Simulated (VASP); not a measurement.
A run of VASP 6.6.1:

Contents of INCAR:

```
SYSTEM = Tc
  ALGO = Normal
  EDIFF = 1E-6
  ENCUT = 520
  GGA = PS
  ISIF = 2
  ISMEAR = -1
  LASPH = .True.
  LCHARG = .False.
  LREAL = .False.
  LWAVE = .False.
  NBANDS = 20
  NELM = 60
  PREC = Accurate
  SIGMA = 0.05
```

File KPOINTS:

```
k-points
0
Gamma
  11 11 6
  0 0 0
```

File POSCAR:

```
Tc
1.0
    2.7400000000      0.0000000000      0.0000000000
   -1.3700000000      2.3729096064      0.0000000000
    0.0000000000      0.0000000000      4.3980000000
Tc
2
Direct
    0.6666666667      0.3333333333      0.7500000000
    0.3333333333      0.6666666667      0.2500000000
```

Potentials or basis: VASP PAW PBE potentials, release 64 (Tc_pv).

Command:

```console
$ cat potpaw_PBE.64/Tc_pv/POTCAR > POTCAR
$ mpirun -np 1 vasp_std > vasp.out
```

Hardware: 1 thread of Intel(R) Xeon(R) 6975P-C (Granite Rapids) (shared host).

Task: Estimate the wall time of this run.

Result: Run time: 9.8 s on 1 thread of Intel(R) Xeon(R) 6975P-C (Granite Rapids), with other jobs on the host, peak memory 0.15 GiB. Counts: scf iterations 11, k points 64.
